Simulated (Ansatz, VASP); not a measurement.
## Two plane-wave programs on Sb

Contents of INCAR:

```
PREC = Accurate ; ENCUT = 500
EDIFF = 1E-6 ; ISMEAR = 0
SIGMA = 0.017 ; LREAL = False
LASPH = True ; NELM = 120
ALGO = Normal ; ISIF = 2
LWAVE = False ; LCHARG = False
GGA = PE ; NBANDS = 8
GGA_COMPAT = False
```

File KPOINTS:

```
regular mesh
0
Gamma
  8 8 8
```

POSCAR

```
Sb
1.0
    3.1600000000      0.0000000000      0.0000000000
    0.0000000000      3.1600000000      0.0000000000
    0.0000000000      0.0000000000      3.1600000000
Sb
1
Direct
    0.0000000000      0.0000000000      0.0000000000
```

input.yaml

```yaml
crystal:
  lattice:
    - [3.16, 0.0, 0.0]
    - [0.0, 3.16, 0.0]
    - [0.0, 0.0, 3.16]
  atoms:
    - { symbol: Sb, position: [0.0, 0.0, 0.0] }
hamiltonian:
  xc: pbe
  pseudopotentials: { kind: paw }
kpoints:
  mp_grid: { grid: [8, 8, 8] }
scf:
  occupations: { method: gaussian, width: 0.017 }
output:
  forces: true
  stress: true
  eigenvalues: true
```

Alike in both runs: task single point; functional PBE; k mesh 8 × 8 × 8; occupations gaussian, width 0.017 eV; no spin polarisation.

|  | VASP | Ansatz |
| --- | --- | --- |
| version | VASP 6.6.1 | Ansatz 0.2.0 |
| potentials or method | VASP PAW PBE potentials, release 64 (Sb) | Ansatz PAW |
| plane-wave cutoff (eV) | 500 | 420 |
| valence electrons in the cell | 5 | 15 |

|  | VASP | Ansatz | Ansatz less VASP |
| --- | --- | --- | --- |
| gap on the k mesh at the Fermi level (eV) | none | none | - |
| pressure (GPa) | -2.3 | -2.3 | +0.04 |

A gap of «none» marks a metal or a gap that the smearing closes. With one functional, cell and mesh, what is left measures potentials, basis and numerics. VASP's potentials hold 5 valence electrons a cell and Ansatz's 15, so a difference there can come from the potentials and not from the codes.

Neither program's run includes spin-orbit coupling.
